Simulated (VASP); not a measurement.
# MgS (Niningerite) (Fm-3m) in VASP: further runs

MgS (Niningerite) is run at these levels: r2SCAN; tasks: single point.

Program: VASP 6.6.1. These are calculated values, not measurements. Logs are shortened: lines on timing, memory, paths and dates and some standing lists are left out, and cuts for length are marked.

### 1 The cell of the first run

It takes space group Fm-3m (No. 225, cubic). Conventional cell: a = 5.205 Å, b = 5.205 Å, c = 5.205 Å, α = 90.00°, β = 90.00°, γ = 90.00°. Mg (site symmetry m-3m) has 6 S at 2.60 Å within 3.4 Å. Within 3.4 Å of S (site symmetry m-3m) lie 6 Mg at 2.60 Å.

### 2 Single point, r2SCAN

Contents of POSCAR:

```
MgS
1.0
    0.0000000000      2.6024618700      2.6024618700
    2.6024618700      0.0000000000      2.6024618700
    2.6024618700      2.6024618700      0.0000000000
Mg S
1 1
Direct
    0.0000000000      0.0000000000      0.0000000000
    0.5000000000      0.5000000000      0.5000000000
```

Contents of INCAR.step1:

```
ALGO = Normal
EDIFF = 1E-4
ENCUT = 520
GGA = PE
ISMEAR = -1
LASPH = True
LCHARG = False
LREAL = False
LWAVE = True
NBANDS = 11
NELM = 80
PREC = Accurate
SIGMA = 0.02
```

Contents of INCAR.step2:

```
ALGO = Normal
EDIFF = 1E-7
ENCUT = 520
ISIF = 2
ISMEAR = -1
ISTART = 1
LASPH = True
LCHARG = False
LMIXTAU = True
LREAL = False
LWAVE = False
METAGGA = R2SCAN
NBANDS = 11
NELM = 80
PREC = Accurate
SIGMA = 0.02
```

Contents of KPOINTS:

```
k-points
0
Gamma
  10 10 10
```

Potentials or basis: VASP PAW PBE potentials, release 64 (Mg, S).

Started as:

```console
$ cat potpaw_PBE.64/Mg/POTCAR potpaw_PBE.64/S/POTCAR > POTCAR
$ cp INCAR.step1 INCAR
$ mpirun -np 1 vasp_std > vasp.out
$ cp INCAR.step2 INCAR
$ mpirun -np 1 vasp_std > vasp.out
```

OUTCAR:

```text
EDIFF = 1E-7
   ENCUT = 520
   ISIF = 2
   ISMEAR = -1
   ISTART = 1
   LASPH = True
   LREAL = False
   METAGGA = R2SCAN
   NELM = 80
   PREC = Accurate

 ion  position               nearest neighbor table
   1  0.000  0.000  0.000-   2 2.60   2 2.60   2 2.60   2 2.60   2 2.60   2 2.60
   2  0.500  0.500  0.500-   1 2.60   1 2.60   1 2.60   1 2.60   1 2.60   1 2.60

  LATTYP: Found a face centered cubic cell.
 ALAT       =     5.2049237400

  Lattice vectors:

 A1 = (   0.0000000000,   2.6024618700,   2.6024618700)
 A2 = (   2.6024618700,   0.0000000000,   2.6024618700)
 A3 = (   2.6024618700,   2.6024618700,   0.0000000000)

Analysis of symmetry for initial positions (statically):
=====================================================================
 Subroutine PRICEL returns:
 Original cell was already a primitive cell.

 Routine SETGRP: Setting up the symmetry group for a
 face centered cubic supercell.

 Subroutine GETGRP returns: Found 48 space group operations
 (whereof 48 operations were pure point group operations)
 out of a pool of 48 trial point group operations.

The static configuration has the point symmetry O_h .

Analysis of symmetry for dynamics (positions and initial velocities):
=====================================================================
 Subroutine PRICEL returns:
 Original cell was already a primitive cell.

 Routine SETGRP: Setting up the symmetry group for a
 face centered cubic supercell.

 Subroutine GETGRP returns: Found 48 space group operations
 (whereof 48 operations were pure point group operations)
 out of a pool of 48 trial point group operations.

The dynamic configuration has the point symmetry O_h .

 Subroutine INISYM returns: Found 48 space group operations
 (whereof 48 operations are pure point group operations),
 and found     1 'primitive' translations

----------------------------------------------------------------------------------------

                                     Primitive cell

  volume of cell :      35.2519

  direct lattice vectors                    reciprocal lattice vectors
     0.000000000  2.602461870  2.602461870    -0.192125774  0.192125774  0.192125774
     2.602461870  0.000000000  2.602461870     0.192125774 -0.192125774  0.192125774
     2.602461870  2.602461870  0.000000000     0.192125774  0.192125774 -0.192125774

  length of vectors
     3.680436872  3.680436872  3.680436872     0.332771601  0.332771601  0.332771601

  position of ions in fractional coordinates (direct lattice)
     0.000000000  0.000000000  0.000000000
     0.500000000  0.500000000  0.500000000

  ion indices of the primitive-cell ions
   primitive index   ion index
                 1           1
                 2           2

----------------------------------------------------------------------------------------

 KPOINTS: k-points

Automatic generation of k-mesh.
 Grid dimensions read from file:
 generate k-points for:   10   10   10

 Generating k-lattice:

  Cartesian coordinates                     Fractional coordinates (reciprocal lattice)
    -0.019212577  0.019212577  0.019212577     0.100000000  0.000000000  0.000000000
     0.019212577 -0.019212577  0.019212577     0.000000000  0.100000000  0.000000000
     0.019212577  0.019212577 -0.019212577     0.000000000  0.000000000  0.100000000

  Length of vectors
     0.033277160  0.033277160  0.033277160

  Shift w.r.t. Gamma in fractional coordinates (k-lattice)
     0.000000000  0.000000000  0.000000000

 Subroutine IBZKPT returns following result:
 ===========================================

 Found     47 irreducible k-points:

 Following reciprocal coordinates:
            Coordinates               Weight
  0.000000  0.000000  0.000000      1.000000
  0.100000  0.000000  0.000000      8.000000
  0.200000  0.000000  0.000000      8.000000
  0.300000  0.000000  0.000000      8.000000
  0.400000  0.000000  0.000000      8.000000
  0.500000  0.000000  0.000000      4.000000
[... 16 lines left out ...]
  0.300000  0.300000  0.000000      6.000000
  0.400000  0.300000  0.000000     24.000000
 [... further k-points ...]
   k-points           NKPTS =     47   k-points in BZ     NKDIM =     47   number of bands    NBANDS=     11
   number of dos      NEDOS =    301   number of ions     NIONS =      2
   total plane-waves  NPLWV =  21952
   dimension x,y,z NGX =    28 NGY =   28 NGZ =   28
   dimension x,y,z NGXF=    56 NGYF=   56 NGZF=   56
   ions per type =               1   1
   NGX,Y,Z   is equivalent  to a cutoff of  12.65, 12.65, 12.65 a.u.
   NGXF,Y,Z  is equivalent  to a cutoff of  25.30, 25.30, 25.30 a.u.
 SYSTEM =  unknown system
   PREC   = accura    normal or accurate (medium, high low for compatibility)
   ISTART =      1    job   : 0-new  1-cont  2-samecut
   ICHARG =      0    charge: 1-file 2-atom 10-const
   ISPIN  =      1    spin polarized calculation?
   LNONCOLLINEAR =      F non collinear calculations
[... 55 lines left out ...]
 fundamental gap:      3.4318096942
 Fermi energy:         3.8559401967

 k-point     1 :       0.0000    0.0000    0.0000
  band No.  band energies     occupation
      1      -9.6930      2.00000
      2       3.4844      2.00000
      3       3.4844      2.00000
      4       3.4844      2.00000
      5       8.0915      0.00000
      6      12.0161      0.00000
      7      12.0161      0.00000
      8      12.0161      0.00000
      9      14.4249      0.00000
     10      14.4249      0.00000
     11      17.0253      0.00000

 k-point     2 :       0.1000    0.0000    0.0000
  band No.  band energies     occupation
      1      -9.5930      2.00000
      2       2.7909      2.00000
      3       3.4150      2.00000
      4       3.4150      2.00000
      5       8.6400      0.00000
      6      11.7875      0.00000
      7      12.2099      0.00000
      8      12.2099      0.00000
      9      13.9688      0.00000
     10      13.9688      0.00000
     11      17.3817      0.00000

 k-point     3 :       0.2000    0.0000    0.0000
  band No.  band energies     occupation
      1      -9.3114      2.00000
      2       1.4053      2.00000
      3       3.2455      2.00000
      4       3.2455      2.00000
      5       9.2149      0.00000
      6      12.0329      0.00000
      7      12.1940      0.00000
      8      12.1940      0.00000
      9      13.9418      0.00000
     10      13.9418      0.00000
     11      16.7724      0.00000

 k-point     4 :       0.3000    0.0000    0.0000
  band No.  band energies     occupation
      1      -8.9122      2.00000
      2       0.0242      2.00000
      3       3.0562      2.00000
      4       3.0562      2.00000
      5       9.0591      0.00000
      6      11.6076      0.00000
      7      11.6076      0.00000
      8      13.3212      0.00000
      9      15.1689      0.00000
     10      15.1689      0.00000
     11      16.1849      0.00000

 k-point     5 :       0.4000    0.0000    0.0000
  band No.  band energies     occupation
      1      -8.5294      2.00000
      2      -0.9996      2.00000
      3       2.9163      2.00000
      4       2.9163      2.00000
      5       8.7992      0.00000
      6      11.1481      0.00000
      7      11.1481      0.00000
      8      14.4863      0.00000
      9      16.2047      0.00000
     10      16.9695      0.00000
     11      16.9695      0.00000
[... 211 lines left out ...]
 k-point    21 :      -0.3000    0.2000    0.0000
  band No.  band energies     occupation
      1      -8.4282      2.00000
      2      -0.4208      2.00000
      3       1.3673      2.00000
      4       2.8313      2.00000
      5       9.8237      0.00000
      6      11.1544      0.00000
      7      11.9335      0.00000
      8      12.9226      0.00000
      9      14.9975      0.00000
     10      18.4335      0.00000
     11      19.2135      0.00000

 k-point    22 :      -0.2000    0.2000    0.0000
  band No.  band energies     occupation
      1      -8.7825      2.00000
      2       0.2774      2.00000
      3       1.8115      2.00000
      4       3.1008      2.00000
      5      10.4269      0.00000
      6      11.4888      0.00000
      7      11.5152      0.00000
      8      12.0060      0.00000
      9      13.7422      0.00000
     10      17.8327      0.00000
     11      19.1060      0.00000

 k-point    23 :       0.3000    0.3000    0.0000
  band No.  band energies     occupation
      1      -8.6713      2.00000
      2       0.3870      2.00000
      3       2.2465      2.00000
      4       2.2465      2.00000
      5       8.4812      0.00000
      6       9.2317      0.00000
      7      13.5073      0.00000
      8      15.2080      0.00000
      9      15.2080      0.00000
     10      15.8433      0.00000
     11      20.8851      0.00000

 k-point    24 :       0.4000    0.3000    0.0000
  band No.  band energies     occupation
      1      -8.3812      2.00000
      2      -0.1448      2.00000
      3       1.8217      2.00000
      4       2.0872      2.00000
      5       8.0853      0.00000
      6       9.2741      0.00000
      7      13.8786      0.00000
      8      14.7348      0.00000
      9      16.5505      0.00000
     10      17.5202      0.00000
     11      21.1746      0.00000

 [... further k-points ...]
[... 5 lines left out ...]
  --------------------------------------------------------------------------------------
  -------------------------------------------------------------------------------------
  Total       -0.1219738     -0.1219738     -0.1219738      0.0000000      0.0000000     -0.0000000
  in kB       -5.5436262     -5.5436262     -5.5436262      0.0000000      0.0000000     -0.0000000
  external PRESSURE =      -5.5436262 kB  Pullay stress =       0.0000000 kB

 VOLUME and BASIS-vectors are now :
 -----------------------------------------------------------------------------
  energy-cutoff  :      520.00
  volume of cell :       35.25
      direct lattice vectors                 reciprocal lattice vectors
     0.000000000  2.602461870  2.602461870    -0.192125774  0.192125774  0.192125774
     2.602461870  0.000000000  2.602461870     0.192125774 -0.192125774  0.192125774
     2.602461870  2.602461870  0.000000000     0.192125774  0.192125774 -0.192125774

 POSITION                                       TOTAL-FORCE (eV/Angst)
 -----------------------------------------------------------------------------------
      0.00000      0.00000      0.00000         0.000000     -0.000000     -0.000000
      2.60246      2.60246      2.60246        -0.000000      0.000000      0.000000
 -----------------------------------------------------------------------------------
    total drift:                                0.000000      0.000000      0.000000

  FREE ENERGIE OF THE ION-ELECTRON SYSTEM (eV)
  ---------------------------------------------------
  free  energy   TOTEN  =       -15.5105356064 eV

  energy  without entropy=      -15.5105356063  energy(sigma->0) =      -15.51053561
```

Run time: 51 s. Hardware: 1 thread of Intel Xeon Platinum 8559C (Emerald Rapids), shared host; peak memory 0.17 GiB.

Results:

| Item | Value |
| --- | --- |
| Free energy | -15.5105 eV |
| Pressure | -0.6 GPa |
| Band gap on the k mesh | 3.43 eV, indirect (least direct gap 4.61 eV) |

Caveat: the PAW data sets were made with another functional, which shifts forces and pressure a little. A k mesh can miss the band edges.

### 3 Single point, r2SCAN

POSCAR is that of step 2.

Contents of INCAR.step1:

```
SYSTEM = MgS
PREC = Accurate
ENCUT = 520
ISMEAR = -1
SIGMA = 0.02
LREAL = .FALSE.
LASPH = .TRUE.
NELM = 80
NBANDS = 11
GGA = PE
ALGO = Normal
EDIFF = 1E-4
LWAVE = .TRUE.
LCHARG = .FALSE.
```

Contents of INCAR.step2:

```
SYSTEM = MgS
PREC = Accurate
ENCUT = 520
EDIFF = 1E-6
ISMEAR = -1
SIGMA = 0.02
LREAL = .FALSE.
LASPH = .TRUE.
NELM = 80
ALGO = Normal
ISIF = 2
LWAVE = .FALSE.
LCHARG = .TRUE.
METAGGA = R2SCAN
LMIXTAU = .TRUE.
LELF = .TRUE.
LVHAR = .TRUE.
NBANDS = 11
ISTART = 1
```

Contents of KPOINTS:

```
Automatic mesh
0
G
  10 10 10
  0 0 0
```

Potentials or basis: VASP PAW PBE potentials, release 64 (Mg, S).

Started as:

```console
$ cat potpaw_PBE.64/Mg/POTCAR potpaw_PBE.64/S/POTCAR > POTCAR
$ cp INCAR.step1 INCAR
$ mpirun -np 1 vasp_std > vasp.out
$ cp INCAR.step2 INCAR
$ mpirun -np 1 vasp_std > vasp.out
```

It took 44 s on 1 thread of Intel Xeon Platinum 8559C (Emerald Rapids), shared host; peak memory 0.17 GiB.

Results (log left out):

```yaml
Free_energy: -15.5105 eV
Pressure: -0.6 GPa
Band_gap_on_the_k_mesh: 3.43 eV, indirect (least direct gap 4.61 eV)
```

Levels at points of the mesh, in eV from the valence-band top:
| k point | band 1 | band 2 | band 3 | band 4 | band 5 | band 6 | band 7 | band 8 | band 9 |
| --- | --- | --- | --- | --- | --- | --- | --- | --- | --- |
| (0.00, 0.00, 0.00) | -13.18 | 0.00 | 0.00 | 0.00 | 4.61 | 8.53 | 8.53 | 8.53 | 10.94 |
| (0.50, 0.00, 0.00) | -11.85 | -4.87 | -0.62 | -0.62 | 5.21 | 7.50 | 7.50 | 11.22 | 13.23 |
| (0.50, 0.50, 0.00) | -11.46 | -4.27 | -1.73 | -1.73 | 3.43 | 4.93 | 13.13 | 13.48 | 14.53 |

Caveat: the PAW data sets were made with another functional, which shifts forces and pressure a little. r2SCAN opens gaps a little over a GGA but as a rule still falls short of measured ones.

### 4 Single point, r2SCAN

This run uses another cell than the first one, of 17.98 Å³/atom, 1.020 times its volume.

Contents of POSCAR:

```
MgS
1.0
    0.0000000000      2.6196972200      2.6196972200
    2.6196972200      0.0000000000      2.6196972200
    2.6196972200      2.6196972200      0.0000000000
Mg S
1 1
Direct
    0.0000000000      0.0000000000      0.0000000000
    0.5000000000      0.5000000000      0.5000000000
```

Contents of INCAR.step1:

```
PREC = Accurate
ENCUT = 520
ISMEAR = -1
SIGMA = 0.02
LREAL = F
LASPH = T
NELM = 60
NBANDS = 11
GGA = PE
ALGO = Normal
EDIFF = 1E-4
LWAVE = T
LCHARG = F
```

Contents of INCAR.step2:

```
PREC = Accurate
ENCUT = 520
EDIFF = 1E-6
ISMEAR = -1
SIGMA = 0.02
LREAL = F
LASPH = T
NELM = 60
ALGO = Normal
ISIF = 2
LWAVE = F
LCHARG = F
METAGGA = R2SCAN
LMIXTAU = T
NBANDS = 11
ISTART = 1
```

Contents of KPOINTS:

```
regular mesh
0
Gamma
  10 10 10
```

Started as:

```console
$ cat potpaw_PBE.64/Mg/POTCAR potpaw_PBE.64/S/POTCAR > POTCAR
$ cp INCAR.step1 INCAR
$ mpirun -np 1 vasp_std > vasp.out
$ cp INCAR.step2 INCAR
$ mpirun -np 1 vasp_std > vasp.out
```

Wall time 42 s (1 thread of Intel Xeon Platinum 8559C (Emerald Rapids), shared host); peak memory 0.17 GiB.

Results (log left out):

* Free energy: -15.5049 eV
* Pressure: -2.0 GPa
* Band gap on the k mesh: 3.39 eV, indirect (least direct gap 4.44 eV)

Levels at points of the mesh, in eV from the valence-band top:
| k point | band 2 | band 3 | band 4 | band 5 | band 6 | band 7 |
| --- | --- | --- | --- | --- | --- | --- |
| (0.00, 0.00, 0.00) | 0.00 | 0.00 | 0.00 | 4.44 | 8.54 | 8.54 |
| (0.50, 0.00, 0.00) | -4.76 | -0.60 | -0.60 | 5.18 | 7.48 | 7.48 |
| (0.50, 0.50, 0.00) | -4.16 | -1.68 | -1.68 | 3.39 | 4.99 | 12.93 |

Caveat: the PAW data sets were made with another functional, which shifts forces and pressure a little.

### 5 Single point, r2SCAN

This run uses another cell than the first one, of 18.33 Å³/atom, 1.040 times its volume.

Contents of POSCAR:

```
MgS
1.0
    0.0000000000      2.6367087200      2.6367087200
    2.6367087200      0.0000000000      2.6367087200
    2.6367087200      2.6367087200      0.0000000000
Mg S
1 1
Direct
    0.0000000000      0.0000000000      0.0000000000
    0.5000000000      0.5000000000      0.5000000000
```

Contents of INCAR.step1:

```
SYSTEM = MgS
PREC     = Accurate       ! precision mode
ENCUT    = 520            ! plane-wave cutoff, eV
ISMEAR   = -1             ! smearing method
SIGMA    = 0.02           ! smearing width, eV
LREAL    = .False.        ! projectors in reciprocal space
LASPH    = .True.         ! aspherical terms in the spheres
NELM     = 80             ! most SCF steps
NBANDS   = 11             ! bands
GGA      = PE             ! functional
ALGO     = Normal         ! electronic algorithm
EDIFF    = 1E-4           ! SCF threshold, eV
LWAVE    = .True.         ! write WAVECAR
LCHARG   = .False.        ! write CHGCAR
```

Contents of INCAR.step2:

```
SYSTEM = MgS
PREC     = Accurate       ! precision mode
ENCUT    = 520            ! plane-wave cutoff, eV
EDIFF    = 1E-6           ! SCF threshold, eV
ISMEAR   = -1             ! smearing method
SIGMA    = 0.02           ! smearing width, eV
LREAL    = .False.        ! projectors in reciprocal space
LASPH    = .True.         ! aspherical terms in the spheres
NELM     = 80             ! most SCF steps
ALGO     = Normal         ! electronic algorithm
ISIF     = 2              ! what is computed and relaxed
LWAVE    = .False.        ! write WAVECAR
LCHARG   = .False.        ! write CHGCAR
METAGGA  = R2SCAN         ! meta-GGA
LMIXTAU  = .True.       
NBANDS   = 11             ! bands
ISTART   = 1
```

Contents of KPOINTS:

```
regular mesh
0
Gamma
  10 10 10
  0 0 0
```

Started as:

```console
$ cat potpaw_PBE.64/Mg/POTCAR potpaw_PBE.64/S/POTCAR > POTCAR
$ cp INCAR.step1 INCAR
$ mpirun -np 1 vasp_std > vasp.out
$ cp INCAR.step2 INCAR
$ mpirun -np 1 vasp_std > vasp.out
```

Run time: 42 s. Hardware: 1 thread of Intel Xeon Platinum 8559C (Emerald Rapids), shared host; peak memory 0.17 GiB.

The run converged. Its results:

```
Free energy            : -15.4930 eV
Pressure               : -3.4 GPa
Band gap on the k mesh : 3.35 eV, indirect (least direct gap 4.28 eV)
```

Levels at points of the mesh, in eV from the valence-band top:
```
           k point  band 1  band 2  band 3  band 4  band 5  band 6  band 7  band 8  band 9
(0.00, 0.00, 0.00)  -12.95    0.00    0.00    0.00    4.28    8.55    8.55    8.55   10.89
(0.50, 0.00, 0.00)  -11.72   -4.66   -0.57   -0.57    5.15    7.45    7.45   10.77   12.99
(0.50, 0.50, 0.00)  -11.37   -4.06   -1.64   -1.64    3.35    5.04   12.73   13.36   14.11
```

Caveat: the PAW data sets were made with another functional, which shifts forces and pressure a little. r2SCAN opens gaps a little over a GGA but as a rule still falls short of measured ones.

### 6 Summary

| cell | gap on the mesh (eV) | pressure (GPa) |
| --- | --- | --- |
| a = 3.680 Å, angles 60.0°, 2 atoms | 3.43 | -0.6 |
| a = 3.705 Å, angles 60.0°, 2 atoms | 3.39 | -2.0 |
| a = 3.729 Å, angles 60.0°, 2 atoms | 3.35 | -3.4 |

Alike in all rows: task single point; level r2SCAN; potentials or basis VASP PAW PBE potentials, release 64 (Mg, S); no spin polarisation; k mesh 10 × 10 × 10; cutoff (eV) 520; smearing fermi-dirac 0.02 eV.

Caveats: the PAW data sets were made with another functional, which shifts forces and pressure a little.

Total energies depend on the potentials used, so only differences within one code and one set of settings carry meaning.
